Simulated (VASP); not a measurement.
Crystal: Pb.

```
CELL_PARAMETERS angstrom
0.00000 2.47502 2.47502
2.47502 0.00000 2.47502
2.47502 2.47502 0.00000
ATOMIC_POSITIONS crystal
Pb 0.00000 0.00000 0.00000
```

| Property | Result |
| --- | --- |
| Program | VASP 6.6.1 |
| Task | relaxation of cell and atoms |
| Functional | b88 exchange, pbe correlation |
| Potentials or basis | VASP PAW PBE potentials, release 64 (Pb_d) |
| Cutoff | 500 eV |
| k mesh | 9 × 9 × 9 |
| Occupations | fermi-dirac, width 0.05 eV |
| Spin | no spin polarisation |

At the start: pressure 2.0 GPa; volume 30.32 Å³/atom.

**Question.** Where does the relaxation end?

**Answer.** Over 3 steps the energy falls by 8.2 meV/atom and the volume is 31.70 Å³/atom (+4.5 %); space group Fm-3m (No. 225, to 0.1 Å) before and after.

Step by step:
| step | energy change (eV) | largest force (eV/Å) | pressure (GPa) | volume (Å³) |
| --- | --- | --- | --- | --- |
| 1 | 0.0000 | 0.0000 | 2.01 | 30.32 |
| 2 | -0.0078 | 0.0000 | -0.39 | 32.02 |
| 3 | -0.0082 | 0.0000 | 0.01 | 31.70 |

Final structure:
```xyz
1
Lattice="0.0000 2.5118 2.5118 2.5118 0.0000 2.5118 2.5118 2.5118 0.0000" Properties=species:S:1:pos:R:3 pbc="T T T"
Pb    0.0000    0.0000    0.0000
```

The cell as given is a measured one (30.32 Å³/atom); b88 exchange, pbe correlation puts the equilibrium volume +4.5 % from it, thermal expansion not counted.

Caveat: the PAW data sets were made with another functional, which shifts forces and pressure a little.
